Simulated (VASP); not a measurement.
Set up this calculation in VASP 6.6.1, as the native input.

```
Task                   : single point
Functional             : PBE
Potentials or basis    : VASP PAW PBE potentials, release 64 (Hf_pv, N)
Cutoff                 : 520 eV
k mesh                 : 11 × 11 × 11
Occupations            : fermi-dirac, width 0.1 eV
Spin                   : no spin polarisation
Dipole correction      : no
Further INCAR settings : ALGO = Normal; EDIFF = 1e-07; NBANDS = 14
```

The structure of HfN lies in POSCAR:

```
HfN
1.0
    0.0000000000      2.2929901810      2.2929901810
    2.2929901810      0.0000000000      2.2929901810
    2.2929901810      2.2929901810      0.0000000000
Hf N
1 1
Direct
    0.0000000000      0.0000000000      0.0000000000
    0.5000000000      0.5000000000      0.5000000000
```

One way to write it, as run:

INCAR

```
PREC     = Accurate       # precision mode
ENCUT    = 520            # plane-wave cutoff, eV
EDIFF    = 1E-7           # SCF threshold, eV
ISMEAR   = -1             # smearing method
SIGMA    = 0.1            # smearing width, eV
LREAL    = F              # projectors in reciprocal space
LASPH    = T              # aspherical terms in the spheres
NELM     = 100            # most SCF steps
ALGO     = Normal         # electronic algorithm
ISIF     = 2              # what is computed and relaxed
LWAVE    = F              # write WAVECAR
LCHARG   = F              # write CHGCAR
GGA      = PE             # functional
NBANDS   = 14             # bands
```

KPOINTS

```
Automatic mesh
0
Gamma
  11 11 11
```

Potentials or basis: VASP PAW PBE potentials, release 64 (Hf_pv, N).

Run with:

```sh
$ cat potpaw_PBE.64/Hf_pv/POTCAR potpaw_PBE.64/N/POTCAR > POTCAR
$ mpirun -np 1 vasp_std > vasp.out
```

Results of the run:

| Item | Value |
| --- | --- |
| Pressure | -8.4 GPa |

It took 38 s on 1 thread of AMD EPYC 7R13 (shared host), peak memory 0.12 GiB.
